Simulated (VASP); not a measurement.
C, 8 atoms in the cell. The structure is trigonal, space group R3m (No. 160). Conventional cell: a = 5.035 Å, b = 5.035 Å, c = 6.167 Å, α = 90.00°, β = 90.00°, γ = 120.00°. C (site symmetry 3m) has 4 C at 1.38 to 1.60 Å within 1.8 Å. C (site symmetry m) has 4 C at 1.54 Å within 2.1 Å. Within 1.8 Å of C (site symmetry 3m) lie 4 C at 1.38 to 1.54 Å. C (site symmetry m) has 4 C at 1.54 to 1.60 Å within 2.1 Å.  This cell differs from its parent crystal: atom 1 (C) moved +0.160 Å towards its neighbour atom 5 (C) at 1.542 Å.

| Property | Result |
| --- | --- |
| Program | VASP 6.6.1 |
| Task | single point |
| Functional | r2SCAN |
| Potentials or basis | VASP PAW PBE potentials, release 64 (C) |
| Cutoff | 520 eV |
| k mesh | 6 × 6 × 6 |
| Occupations | gaussian, width 0.05 eV |
| Spin | no spin polarisation |
| Dipole correction | no |
| Further INCAR settings | ALGO = Normal; EDIFF = 1e-07; NBANDS = 26 |

Potentials or basis: VASP PAW PBE potentials, release 64 (C).

The run is started by

```sh
$ cat potpaw_PBE.64/C/POTCAR > POTCAR
$ cp INCAR.step1 INCAR
$ mpirun -np 1 vasp_std > vasp.out
$ cp INCAR.step2 INCAR
$ mpirun -np 1 vasp_std > vasp.out
```

Hardware: 1 thread of Intel(R) Xeon(R) Platinum 8259CL CPU @ 2.50GHz (Skylake/Cascade Lake), with other jobs on the host.

Task: Estimate the wall time of this run.

Result: It took 120 s on 1 thread of Intel(R) Xeon(R) Platinum 8259CL CPU @ 2.50GHz (Skylake/Cascade Lake), with other jobs on the host, peak memory 0.16 GiB. Counts: k points 32.
